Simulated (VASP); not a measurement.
BiC2, 3 atoms in the cell. Symmetry: P6/mmm, No. 191, hexagonal system. The conventional cell has a = 3.584 Å, b = 3.584 Å, c = 3.870 Å, α = 90.00°, β = 90.00°, γ = 120.00°. Within 3.7 Å of Bi (site symmetry 6/mmm) lie 12 C at 2.83 Å and 6 Bi at 3.58 Å. Within 2.7 Å of C (site symmetry -6m2) lie 3 C at 2.07 Å. 

| Item | Value |
| --- | --- |
| Program | VASP 6.6.1 |
| Task | single point |
| Functional | PBE |
| Potentials or basis | VASP PAW PBE potentials, release 64 (Bi_d, C) |
| Cutoff | 520 eV |
| k mesh | 6 × 6 × 6 |
| Occupations | gaussian, width 0.1 eV |
| Spin | no spin polarisation |
| Dipole correction | no |
| Further INCAR settings | ALGO = Normal; EDIFF = 1e-07; NBANDS = 18 |

Potentials or basis: VASP PAW PBE potentials, release 64 (Bi_d, C).

Command:

```bash
$ cat potpaw_PBE.64/Bi_d/POTCAR potpaw_PBE.64/C/POTCAR > POTCAR
$ mpirun -np 1 vasp_std > vasp.out
```

Hardware: 1 thread of Intel Xeon 8259CL, on a shared host.

Q: How long does it take, and how much memory?

A: Run time: 59 s on 1 thread of Intel Xeon 8259CL, on a shared host, peak memory 0.17 GiB. Counts: scf iterations 15, k points 28.
